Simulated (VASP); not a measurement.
# CrO2 (P4_2/mnm) in VASP: single point with LDA

Aim: the single point of CrO2 with LDA.

Everything below comes from runs of VASP 6.6.1. Logs are shortened: lines on timing, memory, paths and dates and some standing lists are left out, and cuts for length are marked.

**1. The cell of the first run**

Symmetry: P4_2/mnm, No. 136, tetragonal system. Conventional cell: a = 4.332 Å, b = 4.332 Å, c = 2.841 Å, α = 90.00°, β = 90.00°, γ = 90.00°. Cr (site symmetry mmm) has 6 O at 1.85 to 1.87 Å within 2.5 Å. O (site symmetry m2m) has 3 Cr at 1.85 to 1.87 Å and 1 O at 2.42 Å within 2.5 Å.

**2. Single point, LDA, collinear spin, ferromagnetic start (8.88 Å³/atom)**

Contents of INCAR:

```
SYSTEM = CrO2
  PREC = Accurate
  ENCUT = 520
  EDIFF = 1E-7
  ISMEAR = -1
  SIGMA = 0.05
  LREAL = .FALSE.
  LASPH = .TRUE.
  NELM = 150
  ALGO = Normal
  ISIF = 2
  LWAVE = .FALSE.
  LCHARG = .FALSE.
  ISPIN = 2
  MAGMOM = 1.6 1.6 0 0 0 0
  LORBIT = 11
  LMAXMIX = 4
  NBANDS = 37
```

Contents of KPOINTS:

```
Automatic mesh
0
G
  6 6 8
  0 0 0
```

Contents of POSCAR:

```
CrO2
1.0
    4.3318115422      0.0000000000      0.0000000000
    0.0000000000      4.3318115422      0.0000000000
    0.0000000000      0.0000000000      2.8405799478
Cr O
2 4
Direct
    0.0000000000      0.0000000000      0.0000000000
    0.5000000000      0.5000000000      0.5000000000
    0.3026494058      0.3026494058      0.0000000000
    0.1973505942      0.8026494058      0.5000000000
    0.6973505942      0.6973505942      0.0000000000
    0.8026494058      0.1973505942      0.5000000000
```

Potentials or basis: VASP PAW LDA potentials, release 64 (Cr_pv, O).

Command:

```sh
cat potpaw_LDA.64/Cr_pv/POTCAR potpaw_LDA.64/O/POTCAR > POTCAR
mpirun -np 1 vasp_std > vasp.out
```

OUTCAR:

```text
SYSTEM = CrO2
   PREC = Accurate
   ENCUT = 520
   EDIFF = 1E-7
   ISMEAR = -1
   LREAL = .FALSE.
   LASPH = .TRUE.
   NELM = 150
   ISIF = 2
   ISPIN = 2
   LORBIT = 11

 ion  position               nearest neighbor table
   1  0.000  0.000  0.000-   3 1.85   5 1.85   4 1.87   6 1.87   4 1.87   6 1.87
   2  0.500  0.500  0.500-   4 1.85   6 1.85   5 1.87   3 1.87   3 1.87   5 1.87
   3  0.303  0.303  0.000-   1 1.85   2 1.87   2 1.87
   4  0.197  0.803  0.500-   2 1.85   1 1.87   1 1.87
   5  0.697  0.697  0.000-   1 1.85   2 1.87   2 1.87
   6  0.803  0.197  0.500-   2 1.85   1 1.87   1 1.87

  LATTYP: Found a simple tetragonal cell.
 ALAT       =     4.3318115422
 C/A-ratio  =     0.6557487370

  Lattice vectors:

 A1 = (   4.3318115422,   0.0000000000,   0.0000000000)
 A2 = (   0.0000000000,   4.3318115422,   0.0000000000)
 A3 = (   0.0000000000,   0.0000000000,   2.8405799478)

Analysis of symmetry for initial positions (statically):
=====================================================================
 Subroutine PRICEL returns:
 Original cell was already a primitive cell.

 Routine SETGRP: Setting up the symmetry group for a
 simple tetragonal supercell.

 Subroutine GETGRP returns: Found 16 space group operations
 (whereof  8 operations were pure point group operations)
 out of a pool of 16 trial point group operations.

The static configuration has the point symmetry D_2h.
 The point group associated with its full space group is D_4h.

Analysis of symmetry for dynamics (positions and initial velocities):
=====================================================================
 Subroutine PRICEL returns:
 Original cell was already a primitive cell.

 Routine SETGRP: Setting up the symmetry group for a
 simple tetragonal supercell.

 Subroutine GETGRP returns: Found 16 space group operations
 (whereof  8 operations were pure point group operations)
 out of a pool of 16 trial point group operations.

The dynamic configuration has the point symmetry D_2h.
 The point group associated with its full space group is D_4h.

Analysis of structural, dynamic, and magnetic symmetry:
=====================================================================
 Subroutine PRICEL returns:
 Original cell was already a primitive cell.

 Routine SETGRP: Setting up the symmetry group for a
 simple tetragonal supercell.

 Subroutine GETGRP returns: Found 16 space group operations
 (whereof  8 operations were pure point group operations)
 out of a pool of 16 trial point group operations.

The overall configuration has the point symmetry D_2h.
 The point group associated with its full space group is D_4h.

 Subroutine INISYM returns: Found 16 space group operations
 (whereof  8 operations are pure point group operations),
 and found     1 'primitive' translations

----------------------------------------------------------------------------------------

                                     Primitive cell

  volume of cell :      53.3023

  direct lattice vectors                    reciprocal lattice vectors
     4.331811542  0.000000000  0.000000000     0.230850301  0.000000000  0.000000000
     0.000000000  4.331811542  0.000000000     0.000000000  0.230850301  0.000000000
     0.000000000  0.000000000  2.840579948     0.000000000  0.000000000  0.352040787

  length of vectors
     4.331811542  4.331811542  2.840579948     0.230850301  0.230850301  0.352040787

  position of ions in fractional coordinates (direct lattice)
     0.000000000  0.000000000  0.000000000
     0.500000000  0.500000000  0.500000000
     0.302649406  0.302649406  0.000000000
     0.197350594  0.802649406  0.500000000
     0.697350594  0.697350594  0.000000000
     0.802649406  0.197350594  0.500000000

  ion indices of the primitive-cell ions
   primitive index   ion index
                 1           1
                 2           2
                 3           3
                 4           4
                 5           5
                 6           6

[... 32 lines left out ...]
  0.166667  0.166667  0.000000      4.000000
  0.333333  0.166667  0.000000      8.000000
[... 16 lines left out ...]
  0.333333  0.000000  0.250000      8.000000
  0.500000  0.000000  0.250000      4.000000
 [... further k-points ...]
   k-points           NKPTS =     50   k-points in BZ     NKDIM =     50   number of bands    NBANDS=     37
   number of dos      NEDOS =    301   number of ions     NIONS =      6
   total plane-waves  NPLWV =  24576
   dimension x,y,z NGX =    32 NGY =   32 NGZ =   24
   dimension x,y,z NGXF=    64 NGYF=   64 NGZF=   48
   ions per type =               2   4
   NGX,Y,Z   is equivalent  to a cutoff of  12.28, 12.28, 14.05 a.u.
   NGXF,Y,Z  is equivalent  to a cutoff of  24.56, 24.56, 28.09 a.u.
 SYSTEM =  CrO2
   PREC   = accura    normal or accurate (medium, high low for compatibility)
   ISTART =      0    job   : 0-new  1-cont  2-samecut
   ICHARG =      2    charge: 1-file 2-atom 10-const
   ISPIN  =      2    spin polarized calculation?
   LNONCOLLINEAR =      F non collinear calculations
   LSORBIT =      F    spin-orbit coupling
   LASPH  =      T    aspherical Exc in radial PAW
   ENCUT  =  520.0 eV  38.22 Ry    6.18 a.u.   8.05  8.05  5.28*2*pi/ulx,y,z
   NELM   =    150;   NELMIN=  2; NELMDL= -5     # of ELM steps
   EDIFF  = 0.1E-06   stopping-criterion for ELM
   LREAL  =      F    real-space projection
   EDIFFG = 0.1E-05   stopping-criterion for IOM
   NSW    =      0    number of steps for IOM
   IBRION =     -1    ionic relax: 0-MD 1-quasi-New 2-CG
   NFREE  =      0    steps in history (QN), initial steepest desc. (CG)
   ISIF   =      2    stress and relaxation
   ISYM   =      2    0-nonsym 1-usesym 2-fastsym
   POTIM  = 0.5000    time-step for ionic-motion
   TEBEG  =    0.0;   TEEND  =   0.0 temperature during run
   PSTRESS=    0.0 pullay stress
   NELECT =      48.0000    total number of electrons
   NUPDOWN=      -1.0000    fix difference up-down
   EMIN   =  10.00;   EMAX   =-10.00  energy-range for DOS
   EFERMI =   0.00;   METHOD = LEGACY
   ISMEAR =    -1;   SIGMA  =   0.05  broadening in eV -4-tet -1-fermi 0-gaus
   EFERMI_NEDOS =   21; number of points for ismear=-14 and -15
   IALGO  =     38    algorithm
   IMIX   =      4    mixing-type and parameters
     AMIX     =   0.40;   BMIX     =  1.00
     AMIX_MAG =   1.60;   BMIX_MAG =  1.00
  volume/ion in A,a.u.               =       8.88        59.95
  Fermi-wavevector in a.u.,A,eV,Ry     =   1.580908  2.987483 34.004624  2.499269
  Thomas-Fermi vector in A             =   2.681064
   LORBIT       =     11    0 simple, 1 ext, 2 COOP (PROOUT), +10 PAW based schemes
   GGA     = CA    functional components
   LHFCALC =     F    Hartree Fock is set to
   AEXX    =    0.0000 exact exchange contribution
   IVDW    =     0    specifies the selected vdW correction
   LEPSILON=     F    determine dielectric tensor
   LRPA    =     F    only Hartree local field effects (RPA)
 spin polarized calculation
  energy-cutoff  :      520.00
  volume of cell :       53.30
 maximum number of plane-waves:      1472
   NGX = 17   NGY = 17   NGZ = 11

 number of electron      47.9999994 magnetization       3.9913814

 Free energy of the ion-electron system (eV)
  ---------------------------------------------------
  ext. energy  EPLUGINS =         0.00000000
  ---------------------------------------------------
  free energy    TOTEN  =       -55.66412545 eV

  energy without entropy =      -55.64894555  energy(sigma->0) =      -55.65653550

 E-fermi :   6.5206     XC(G=0): -12.8734

 val. band max:        6.5116735117   @ k =   0.3333   0.3333   0.3750
 cond. band min:       6.5405597877   @ k =   0.5000   0.5000   0.5000
 fundamental gap:      0.0288862760
 Fermi energy:         6.5205853870

 spin component 1

 k-point     1 :       0.0000    0.0000    0.0000
  band No.  band energies     occupation
      1     -38.1529      1.00000
      2     -38.1529      1.00000
      3     -38.0002      1.00000
      4     -38.0002      1.00000
      5     -37.9231      1.00000
      6     -37.9029      1.00000
[... 925 lines left out ...]
     35      17.6228      0.00000
     36      17.6228      0.00000

 [... further k-points ...]

 spin component 2

 k-point     1 :       0.0000    0.0000    0.0000
  band No.  band energies     occupation
      1     -36.4037      1.00000
      2     -36.4037      1.00000
      3     -36.0871      1.00000
      4     -36.0871      1.00000
      5     -35.9012      1.00000
      6     -35.8777      1.00000
[... 925 lines left out ...]
     35      17.7745      0.00000
     36      17.7745      0.00000

 [... further k-points ...]

 [bands above 36 left out]

------------------------ aborting loop because EDIFF is reached ----------------------------------------

  FORCE on cell =-STRESS in cart. coord.  units (eV):
  Direction    XX          YY          ZZ          XY          YZ          ZX
  --------------------------------------------------------------------------------------
  -------------------------------------------------------------------------------------
  Total        1.7919678      1.7919678      2.0899371     -0.0000000      0.0000000      0.0000000
  in kB       53.8635101     53.8635101     62.8199635     -0.0000000      0.0000000      0.0000000
  external PRESSURE =      56.8489945 kB  Pullay stress =       0.0000000 kB

 VOLUME and BASIS-vectors are now :
 -----------------------------------------------------------------------------
  energy-cutoff  :      520.00
  volume of cell :       53.30
      direct lattice vectors                 reciprocal lattice vectors
     4.331811542  0.000000000  0.000000000     0.230850301  0.000000000  0.000000000
     0.000000000  4.331811542  0.000000000     0.000000000  0.230850301  0.000000000
     0.000000000  0.000000000  2.840579948     0.000000000  0.000000000  0.352040787

 POSITION                                       TOTAL-FORCE (eV/Angst)
 -----------------------------------------------------------------------------------
      0.00000      0.00000      0.00000        -0.000000      0.000000      0.000000
      2.16591      2.16591      1.42029        -0.000000      0.000000      0.000000
      1.31102      1.31102      0.00000        -0.020328     -0.020328     -0.000000
      0.85489      3.47693      1.42029         0.020328     -0.020328      0.000000
      3.02079      3.02079      0.00000         0.020328      0.020328      0.000000
      3.47693      0.85489      1.42029        -0.020328      0.020328      0.000000
 -----------------------------------------------------------------------------------
    total drift:                                0.000000     -0.000000     -0.000000

  FREE ENERGIE OF THE ION-ELECTRON SYSTEM (eV)
  ---------------------------------------------------
  free  energy   TOTEN  =       -55.6641254489 eV

  energy  without entropy=      -55.6489455465  energy(sigma->0) =      -55.65653550

 total charge

# of ion       s       p       d       tot
------------------------------------------
    1        0.386   6.537   4.163  11.086
    2        0.386   6.537   4.163  11.086
    3        1.563   3.479   0.000   5.042
    4        1.563   3.479   0.000   5.042
    5        1.563   3.479   0.000   5.042
    6        1.563   3.479   0.000   5.042
--------------------------------------------------
tot          7.023  26.991   8.327  42.340

 magnetization (x)

# of ion       s       p       d       tot
------------------------------------------
    1        0.025   0.029   1.918   1.971
    2        0.025   0.029   1.918   1.971
    3       -0.002  -0.020   0.000  -0.022
    4       -0.002  -0.020   0.000  -0.022
    5       -0.002  -0.020   0.000  -0.022
    6       -0.002  -0.020   0.000  -0.022
--------------------------------------------------
tot          0.042  -0.021   3.835   3.857
```

Wall time 2.4 min (1 thread of Intel Xeon Platinum 8259CL at 2.50GHz (Skylake/Cascade Lake), shared host); peak memory 0.25 GiB.

What came out:

- Free energy: -55.6641 eV
- Pressure: 5.7 GPa
- Largest force: 0.029 eV/Å
- Band gap on the k mesh: zero (filled and empty bands overlap)
- Net moment: 3.99 μB per cell
- Site moments: Cr +1.97; O -0.02 μB
- Valence electrons inside the program's atomic spheres: Cr 11.09; O 5.04

Forces in eV/Å, atoms in the order of the input:
```
Cr   0.000  0.000  0.000
Cr   0.000  0.000  0.000
O   -0.020 -0.020  0.000
O    0.020 -0.020  0.000
O    0.020  0.020  0.000
O   -0.020  0.020  0.000
```

Levels at points of the mesh, in eV from the Fermi level:
Spin up:
```
           k point  band 24  band 25  band 26  band 27  band 28  band 29
(0.00, 0.00, 0.00)    -1.19    -1.19    -1.16    -0.90     1.24     1.29
(0.50, 0.00, 0.00)    -0.75    -0.30    -0.30     0.33     0.33     2.86
(0.50, 0.50, 0.00)    -1.54    -1.16    -1.16     0.91     0.91     2.84
(0.00, 0.00, 0.50)    -0.54    -0.08    -0.08     0.79     0.79     2.56
(0.50, 0.00, 0.50)    -1.58    -0.54    -0.54     0.97     0.97     1.77
(0.50, 0.50, 0.50)    -0.52    -0.40    -0.40     0.02     0.02     2.86
```
Spin down:
```tsv
k point	band 18	band 19	band 20	band 21	band 22	band 23	band 24	band 25	band 26	band 27
(0.00, 0.00, 0.00)	-3.83	-2.00	-1.65	-1.65	-1.16	0.26	0.42	0.63	0.64	0.64
(0.50, 0.00, 0.00)	-4.82	-3.32	-3.32	-2.06	-2.06	1.02	1.02	1.34	1.34	1.74
(0.50, 0.50, 0.00)	-3.84	-2.88	-2.88	-2.53	-2.53	0.32	0.32	0.67	0.67	2.13
(0.00, 0.00, 0.50)	-4.45	-4.25	-4.25	-3.00	-3.00	1.29	1.29	1.58	1.58	2.15
(0.50, 0.00, 0.50)	-4.25	-3.67	-3.67	-2.44	-2.44	0.07	0.07	1.61	1.61	2.30
(0.50, 0.50, 0.50)	-4.40	-2.85	-2.85	-1.96	-1.96	0.87	0.87	1.52	1.52	1.64
```

Caveat: the cell stands under pressure; semilocal functionals often make such compounds metallic where correlation or magnetic order opens a gap, which also shifts bond lengths; only a ferromagnetic start was run, and an antiferromagnetic order may lie lower in energy.
